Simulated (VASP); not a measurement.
# Co (P6_3/mmc) in VASP: single point with PBEsol

Aim: the single point of Co with PBEsol.

Program: VASP 6.6.1. These are calculated values, not measurements. Logs are shortened: lines on timing, memory, paths and dates and some standing lists are left out, and cuts for length are marked.

## (1) The cell of the first run

The structure is hexagonal, space group P6_3/mmc (No. 194). Conventional cell: a = 2.536 Å, b = 2.536 Å, c = 4.136 Å, α = 90.00°, β = 90.00°, γ = 120.00°. Co (site symmetry -6m2) has 12 Co at 2.53 to 2.54 Å within 3.3 Å.

## (2) Single point, PBEsol, collinear spin, ferromagnetic start

Contents of INCAR:

```
ALGO = Normal
EDIFF = 1E-6
ENCUT = 520
GGA = PS
ISIF = 2
ISMEAR = -1
ISPIN = 2
ISYM = 0
LASPH = T
LCHARG = T
LELF = T
LMAXMIX = 4
LORBIT = 11
LREAL = F
LVHAR = T
LWAVE = F
MAGMOM = 0.3 0.3
NBANDS = 20
NELM = 150
PREC = Accurate
SIGMA = 0.1
```

Contents of KPOINTS:

```
k-points
0
Gamma
  14 14 8
```

Contents of POSCAR:

```
Co
1.0
    2.5359998200      0.0000000000      0.0000000000
   -1.2679999100      2.1962402600      0.0000000000
    0.0000000000      0.0000000000      4.1360000000
Co
2
Direct
    0.3333333300      0.6666666700      0.2500000000
    0.6666666700      0.3333333300      0.7500000000
```

Potentials or basis: VASP PAW PBE potentials, release 64 (Co).

Launch:

```console
$ cat potpaw_PBE.64/Co/POTCAR > POTCAR
$ mpirun -np 1 vasp_std > vasp.out
```

OUTCAR:

```text
EDIFF = 1E-6
   ENCUT = 520
   GGA = PS
   ISIF = 2
   ISMEAR = -1
   ISPIN = 2
   ISYM = 0
   LASPH = T
   LORBIT = 11
   LREAL = F
   NELM = 150
   PREC = Accurate

 ion  position               nearest neighbor table
   1  0.333  0.667  0.250-   2 2.53   2 2.53   2 2.53   2 2.53   2 2.53   2 2.53
   2  0.667  0.333  0.750-   1 2.53   1 2.53   1 2.53   1 2.53   1 2.53   1 2.53

IMPORTANT INFORMATION: All symmetrisations will be switched off!
NOSYMM: (Re-)initialisation of all symmetry stuff for point group C_1.

----------------------------------------------------------------------------------------

                                     Primitive cell

  volume of cell :      23.0361

  direct lattice vectors                    reciprocal lattice vectors
     2.535999820  0.000000000  0.000000000     0.394321795  0.227661795  0.000000000
    -1.267999910  2.196240260  0.000000000     0.000000000  0.455323590  0.000000000
     0.000000000  0.000000000  4.136000000     0.000000000  0.000000000  0.241779497

  length of vectors
     2.535999820  2.535999813  4.136000000     0.455323589  0.455323590  0.241779497

  position of ions in fractional coordinates (direct lattice)
     0.333333330  0.666666670  0.250000000
     0.666666670  0.333333330  0.750000000

  ion indices of the primitive-cell ions
   primitive index   ion index
                 1           1
                 2           2

----------------------------------------------------------------------------------------

 KPOINTS: k-points

Automatic generation of k-mesh.
 Grid dimensions read from file:
 generate k-points for:   14   14    8

 Generating k-lattice:

  Cartesian coordinates                     Fractional coordinates (reciprocal lattice)
     0.028165842  0.016261557  0.000000000     0.071428571 -0.000000000  0.000000000
     0.000000000  0.032523114  0.000000000     0.000000000  0.071428571  0.000000000
     0.000000000  0.000000000  0.030222437     0.000000000  0.000000000  0.125000000

  Length of vectors
     0.032523113  0.032523114  0.030222437

  Shift w.r.t. Gamma in fractional coordinates (k-lattice)
     0.000000000  0.000000000  0.000000000

 Subroutine IBZKPT returns following result:
 ===========================================

 Found    788 irreducible k-points:

 Following reciprocal coordinates:
            Coordinates               Weight
  0.000000  0.000000  0.000000      1.000000
  0.071429 -0.000000  0.000000      2.000000
  0.000000  0.071429  0.000000      2.000000
 -0.071429  0.071429  0.000000      2.000000
  0.142857 -0.000000  0.000000      2.000000
  0.000000  0.142857  0.000000      2.000000
[... 16 lines left out ...]
  0.071429  0.071429  0.000000      2.000000
 -0.071429  0.142857  0.000000      2.000000
 [... further k-points ...]
   k-points           NKPTS =    788   k-points in BZ     NKDIM =    788   number of bands    NBANDS=     20
   number of dos      NEDOS =    301   number of ions     NIONS =      2
   total plane-waves  NPLWV =  12800
   dimension x,y,z NGX =    20 NGY =   20 NGZ =   32
   dimension x,y,z NGXF=    40 NGYF=   40 NGZF=   64
   ions per type =               2
   NGX,Y,Z   is equivalent  to a cutoff of  13.11, 13.11, 12.86 a.u.
   NGXF,Y,Z  is equivalent  to a cutoff of  26.22, 26.22, 25.72 a.u.
 SYSTEM =  unknown system
   PREC   = accura    normal or accurate (medium, high low for compatibility)
   ISTART =      0    job   : 0-new  1-cont  2-samecut
   ICHARG =      2    charge: 1-file 2-atom 10-const
   ISPIN  =      2    spin polarized calculation?
   LNONCOLLINEAR =      F non collinear calculations
   LSORBIT =      F    spin-orbit coupling
   LASPH  =      T    aspherical Exc in radial PAW
   ENCUT  =  520.0 eV  38.22 Ry    6.18 a.u.   4.72  4.72  7.69*2*pi/ulx,y,z
   NELM   =    150;   NELMIN=  2; NELMDL= -5     # of ELM steps
   EDIFF  = 0.1E-05   stopping-criterion for ELM
   LREAL  =      F    real-space projection
   EDIFFG = 0.1E-04   stopping-criterion for IOM
   NSW    =      0    number of steps for IOM
   IBRION =     -1    ionic relax: 0-MD 1-quasi-New 2-CG
   NFREE  =      0    steps in history (QN), initial steepest desc. (CG)
   ISIF   =      2    stress and relaxation
   ISYM   =      0    0-nonsym 1-usesym 2-fastsym
   POTIM  = 0.5000    time-step for ionic-motion
   TEBEG  =    0.0;   TEEND  =   0.0 temperature during run
   PSTRESS=    0.0 pullay stress
   NELECT =      18.0000    total number of electrons
   NUPDOWN=      -1.0000    fix difference up-down
   EMIN   =  10.00;   EMAX   =-10.00  energy-range for DOS
   EFERMI =   0.00;   METHOD = LEGACY
   ISMEAR =    -1;   SIGMA  =   0.10  broadening in eV -4-tet -1-fermi 0-gaus
   EFERMI_NEDOS =   21; number of points for ismear=-14 and -15
   IALGO  =     38    algorithm
   IMIX   =      4    mixing-type and parameters
     AMIX     =   0.40;   BMIX     =  1.00
     AMIX_MAG =   1.60;   BMIX_MAG =  1.00
  volume/ion in A,a.u.               =      11.52        77.73
  Fermi-wavevector in a.u.,A,eV,Ry     =   1.507865  2.849452 30.934980  2.273657
  Thomas-Fermi vector in A             =   2.618395
   LORBIT       =     11    0 simple, 1 ext, 2 COOP (PROOUT), +10 PAW based schemes
   GGA     = PS    functional components
   LHFCALC =     F    Hartree Fock is set to
   AEXX    =    0.0000 exact exchange contribution
   IVDW    =     0    specifies the selected vdW correction
   LEPSILON=     F    determine dielectric tensor
   LRPA    =     F    only Hartree local field effects (RPA)
 spin polarized calculation
  energy-cutoff  :      520.00
  volume of cell :       23.04
 maximum number of plane-waves:       640
   NGX =  9   NGY =  9   NGZ = 15

 number of electron      18.0000006 magnetization      -7.7173135

 number of electron      18.0000006 magnetization       3.3081592

 Free energy of the ion-electron system (eV)
  ---------------------------------------------------
  ext. energy  EPLUGINS =         0.00000000
  ---------------------------------------------------
  free energy    TOTEN  =       -15.33353856 eV

  energy without entropy =      -15.26254834  energy(sigma->0) =      -15.29804345

 E-fermi :   9.2611     XC(G=0): -13.2290

 val. band max:        9.2604941081   @ k =   0.0000   0.4286   0.5000
 cond. band min:       9.2637708927   @ k =   0.3571  -0.1429   0.0000
 fundamental gap:      0.0032767846
 Fermi energy:         9.2611486519

 spin component 1

 k-point     1 :       0.0000    0.0000    0.0000
  band No.  band energies     occupation
      1       0.6261      1.00000
      2       4.3619      1.00000
      3       6.6901      1.00000
      4       6.7532      1.00000
      5       6.7532      1.00000
      6       7.0277      1.00000
[... 12 lines left out ...]
     19      34.2234      0.00000
     20      34.2234      0.00000

 k-point     2 :       0.0714   -0.0000    0.0000
  band No.  band energies     occupation
      1       0.7983      1.00000
      2       4.4658      1.00000
      3       6.5577      1.00000
      4       6.8305      1.00000
      5       6.8647      1.00000
      6       6.9914      1.00000
[... 12 lines left out ...]
     19      36.0714      0.00000
     20      36.2389      0.00000
[... 465 lines left out ...]
      3       6.4067      1.00000
      4       6.9165      1.00000
      5       6.9660      1.00000
      6       6.9758      1.00000
[... 12 lines left out ...]
     19      34.2009      0.00000
     20      36.5485      0.00000

 k-point    24 :      -0.0714    0.1429    0.0000
  band No.  band energies     occupation
      1       1.1367      1.00000
      2       4.6570      1.00000
      3       6.4067      1.00000
      4       6.9165      1.00000
      5       6.9660      1.00000
      6       6.9758      1.00000
[... 12 lines left out ...]
     19      34.2009      0.00000
     20      36.5485      0.00000

 [... further k-points ...]

 spin component 2

 k-point     1 :       0.0000    0.0000    0.0000
  band No.  band energies     occupation
      1       0.6801      1.00000
      2       5.3324      1.00000
      3       8.3328      0.99991
      4       8.4123      0.99979
      5       8.4123      0.99979
      6       8.7365      0.99476
[... 12 lines left out ...]
     19      34.5575      0.00000
     20      34.5575      0.00000

 k-point     2 :       0.0714   -0.0000    0.0000
  band No.  band energies     occupation
      1       0.8528      1.00000
      2       5.4516      1.00000
      3       8.1765      0.99998
      4       8.4976      0.99952
      5       8.5352      0.99930
      6       8.5768      0.99893
[... 12 lines left out ...]
     19      36.1917      0.00000
     20      36.4098      0.00000
[... 465 lines left out ...]
      3       7.9905      1.00000
      4       8.0704      0.99999
      5       8.5873      0.99882
      6       8.6587      0.99759
[... 12 lines left out ...]
     19      34.1542      0.00000
     20      36.8198      0.00000

 k-point    24 :      -0.0714    0.1429    0.0000
  band No.  band energies     occupation
      1       1.1933      1.00000
      2       5.6740      1.00000
      3       7.9905      1.00000
      4       8.0704      0.99999
      5       8.5873      0.99882
      6       8.6587      0.99759
[... 12 lines left out ...]
     19      34.1542      0.00000
     20      36.8198      0.00000

 [... further k-points ...]

------------------------ aborting loop because EDIFF is reached ----------------------------------------

  FORCE on cell =-STRESS in cart. coord.  units (eV):
  Direction    XX          YY          ZZ          XY          YZ          ZX
  --------------------------------------------------------------------------------------
  -------------------------------------------------------------------------------------
  Total       -2.7505001     -2.7505167     -3.0227639     -0.0000149      0.0000001     -0.0000001
  in kB     -191.2989780   -191.3001319   -210.2350925     -0.0010343      0.0000081     -0.0000099
  external PRESSURE =    -197.6114008 kB  Pullay stress =       0.0000000 kB

 VOLUME and BASIS-vectors are now :
 -----------------------------------------------------------------------------
  energy-cutoff  :      520.00
  volume of cell :       23.04
      direct lattice vectors                 reciprocal lattice vectors
     2.535999820  0.000000000  0.000000000     0.394321795  0.227661795  0.000000000
    -1.267999910  2.196240260  0.000000000     0.000000000  0.455323590  0.000000000
     0.000000000  0.000000000  4.136000000     0.000000000  0.000000000  0.241779497

 POSITION                                       TOTAL-FORCE (eV/Angst)
 -----------------------------------------------------------------------------------
     -0.00000      1.46416      1.03400         0.000001     -0.000001     -0.000000
      1.26800      0.73208      3.10200        -0.000001      0.000001      0.000000
 -----------------------------------------------------------------------------------
    total drift:                                0.000000      0.000000      0.000000

  FREE ENERGIE OF THE ION-ELECTRON SYSTEM (eV)
  ---------------------------------------------------
  free  energy   TOTEN  =       -15.3335385622 eV

  energy  without entropy=      -15.2625483449  energy(sigma->0) =      -15.29804345

 total charge

# of ion       s       p       d       tot
------------------------------------------
    1        0.466   0.475   7.219   8.160
    2        0.466   0.475   7.219   8.160
--------------------------------------------------
tot          0.931   0.951  14.439  16.320

 magnetization (x)

# of ion       s       p       d       tot
------------------------------------------
    1       -0.013  -0.048   1.741   1.679
    2       -0.013  -0.048   1.741   1.679
--------------------------------------------------
tot         -0.027  -0.096   3.481   3.359
```

Run time: 28 min. Hardware: 1 thread of Oxide Virtual Turin-like, shared host; peak memory 0.53 GiB.

Results:

```
Free energy                                           : -15.3335 eV
Pressure                                              : -19.8 GPa
Net moment                                            : 3.31 μB per cell
Site moments                                          : Co +1.68 μB
Valence electrons inside the program's atomic spheres : Co 8.16
```

Levels at points of the mesh, in eV from the Fermi level:
Spin up:
| k point | band 8 | band 9 | band 10 | band 11 | band 12 | band 13 | band 14 | band 15 |
| --- | --- | --- | --- | --- | --- | --- | --- | --- |
| (0.00, 0.00, 0.00) | -1.89 | -1.89 | -0.91 | -0.91 | -0.20 | 5.68 | 21.51 | 23.56 |
| (0.50, 0.00, 0.00) | -0.76 | -0.72 | -0.63 | 1.14 | 3.01 | 9.11 | 9.68 | 12.10 |
| (0.00, 0.50, 0.00) | -0.76 | -0.72 | -0.63 | 1.14 | 3.01 | 9.11 | 9.68 | 12.10 |
| (0.50, 0.50, 0.00) | -0.76 | -0.72 | -0.63 | 1.14 | 3.01 | 9.11 | 9.68 | 12.10 |
| (0.00, 0.00, 0.50) | -2.56 | -1.20 | -1.20 | -1.20 | -1.20 | 14.07 | 14.07 | 22.18 |
| (0.50, 0.00, 0.50) | -1.11 | -0.68 | -0.68 | 1.46 | 1.46 | 6.71 | 6.71 | 17.57 |
| (0.00, 0.50, 0.50) | -1.11 | -0.68 | -0.68 | 1.46 | 1.46 | 6.71 | 6.71 | 17.57 |
| (0.50, 0.50, 0.50) | -1.11 | -0.68 | -0.68 | 1.46 | 1.46 | 6.71 | 6.71 | 17.57 |
Spin down:
```tsv
k point	band 3	band 4	band 5	band 6	band 7	band 8	band 9	band 10	band 11	band 12
(0.00, 0.00, 0.00)	-0.93	-0.85	-0.85	-0.52	-0.52	-0.20	-0.10	-0.10	0.99	0.99
(0.50, 0.00, 0.00)	-2.96	-1.70	-0.96	-0.95	-0.58	1.13	1.22	1.27	2.38	4.02
(0.00, 0.50, 0.00)	-2.96	-1.70	-0.96	-0.95	-0.58	1.13	1.22	1.27	2.38	4.02
(0.50, 0.50, 0.00)	-2.96	-1.70	-0.96	-0.95	-0.58	1.13	1.22	1.27	2.38	4.02
(0.00, 0.00, 0.50)	-1.42	-1.42	-0.90	-0.90	-0.90	-0.90	0.68	0.68	0.68	0.68
(0.50, 0.00, 0.50)	-2.17	-2.17	-0.01	-0.01	0.26	0.26	1.22	1.22	2.08	2.08
(0.00, 0.50, 0.50)	-2.17	-2.17	-0.01	-0.01	0.26	0.26	1.22	1.22	2.08	2.08
(0.50, 0.50, 0.50)	-2.17	-2.17	-0.01	-0.01	0.26	0.26	1.22	1.22	2.08	2.08
```

Caveat: the cell stands under tension; the PAW data sets were made with another functional, which shifts forces and pressure a little.
